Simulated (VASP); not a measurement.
**AlN: single point with PBE**

AlN:

```xyz
2
Lattice="0.0000 2.1840 2.1840 2.1840 0.0000 2.1840 2.1840 2.1840 0.0000" Properties=species:S:1:pos:R:3 pbc="T T T"
Al    0.0000    0.0000    0.0000
N     3.2760    3.2760    3.2760
```

```
Program             : VASP 6.6.1
Task                : single point
Functional          : PBE
Potentials or basis : VASP PAW PBE potentials, release 64 (Al, N)
Cutoff              : 600 eV
k mesh              : 3 × 3 × 3
Occupations         : gaussian, width 0.01 eV
Spin                : no spin polarisation
```

```yaml
Pressure: 4.8 GPa
Band_gap_on_the_k_mesh: 4.15 eV, direct
```

Levels at points of the mesh, in eV from the valence-band top:
```csv
k point,band 1,band 2,band 3,band 4,band 5,band 6,band 7,band 8
"(0.00, 0.00, 0.00)",-15.01,0.00,0.00,0.00,4.15,12.45,12.45,12.45
```

It took 5 s on 1 thread of Intel Xeon 6975P-C, on a shared host, peak memory 0.15 GiB.

Caveat: the k points lie up to 0.83 Å⁻¹ apart. Expect the measured gap to be larger: semilocal functionals such as PBE lack the derivative discontinuity.
